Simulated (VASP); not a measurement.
A run of VASP 6.6.1 is set up as follows.

Contents of INCAR:

```
ALGO     = Normal         # electronic algorithm
DIPOL    = 0.5 0.5 0.344
EDIFF    = 1E-6           # SCF threshold, eV
EDIFFG   = -0.025         # ionic threshold
ENCUT    = 520            # plane-wave cutoff, eV
GGA      = PE             # functional
IBRION   = 2              # ionic algorithm
IDIPOL   = 3            
ISIF     = 2              # what is computed and relaxed
ISMEAR   = 0              # smearing method
LASPH    = T              # aspherical terms in the spheres
LCHARG   = F              # write CHGCAR
LDIPOL   = T            
LREAL    = F              # projectors in reciprocal space
LWAVE    = F              # write WAVECAR
NELM     = 100            # most SCF steps
NSW      = 36             # ionic steps
PREC     = Accurate       # precision mode
SIGMA    = 0.1            # smearing width, eV
```

KPOINTS

```
k-points
0
Gamma
  9 9 1
```

File POSCAR:

```
Al3H
1.0
    2.8567582918      0.0000000000      0.0000000000
    0.0000000000      2.8567582918      0.0000000000
    0.0000000000      0.0000000000     19.6746954317
Al H
3 1
Selective dynamics
Direct
    0.5000000000      0.5000000000      0.2033068321  F F F
    0.0000000000      0.0000000000      0.3092728609  F F F
    0.5000000000      0.5000000000      0.4154928578  F F F
    0.5000000000      1.0000000000      0.4480399645  F F T
```

Potentials or basis: VASP PAW PBE potentials, release 64 (Al, H).

Run with:

```bash
$ cat potpaw_PBE.64/Al/POTCAR potpaw_PBE.64/H/POTCAR > POTCAR
$ mpirun -np 1 vasp_std > vasp.out
```

**Question.** Predict the energy gained by relaxing.

**Answer.** 126.0 meV/atom.

**Question.** Predict the band gap on the k mesh.

**Answer.** Zero (bands 5 and 6 overlap by 2.27 eV).

The path:
| step | energy change (eV) | largest force on free atoms (eV/Å) | pressure (GPa) |
| --- | --- | --- | --- |
| 1 | 0.0000 | 2.1075 | 0.99 |
| 2 | -0.1971 | 1.7462 | 0.47 |
| 3 | -0.4946 | 0.3102 | -0.88 |
| 4 | -0.5040 | 0.0001 | -1.13 |
